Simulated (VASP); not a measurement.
A run of VASP 6.6.1:

Contents of INCAR:

```
SYSTEM = Mo
  PREC = Accurate
  ENCUT = 520
  EDIFF = 1E-6
  ISMEAR = 0
  SIGMA = 0.15
  LREAL = .FALSE.
  LASPH = .TRUE.
  NELM = 80
  ALGO = Fast
  ISIF = 2
  LWAVE = .FALSE.
  LCHARG = .TRUE.
  GGA = PE
  LELF = .TRUE.
  LVHAR = .TRUE.
  NBANDS = 13
```

Contents of KPOINTS:

```
regular mesh
0
G
  20 20 20
  0 0 0
```

POSCAR

```
Mo
1.0
    0.0000000000      2.0150000000      2.0855250000
    2.0150000000      0.0000000000      2.0855250000
    2.0150000000      2.0150000000      0.0000000000
Mo
1
Direct
    0.0000000000      0.0000000000      0.0000000000
```

Potentials or basis: VASP PAW PBE potentials, release 64 (Mo_sv).

Command:

```bash
$ cat potpaw_PBE.64/Mo_sv/POTCAR > POTCAR
$ mpirun -np 1 vasp_std > vasp.out
```

Hardware: 1 thread of Intel(R) Xeon(R) 6975P-C (Granite Rapids) (shared host).

How long does it take, and how much memory?

It took 89 s on 1 thread of Intel(R) Xeon(R) 6975P-C (Granite Rapids), on a shared host, peak memory 0.24 GiB. Counts: scf iterations 12, k points 641.
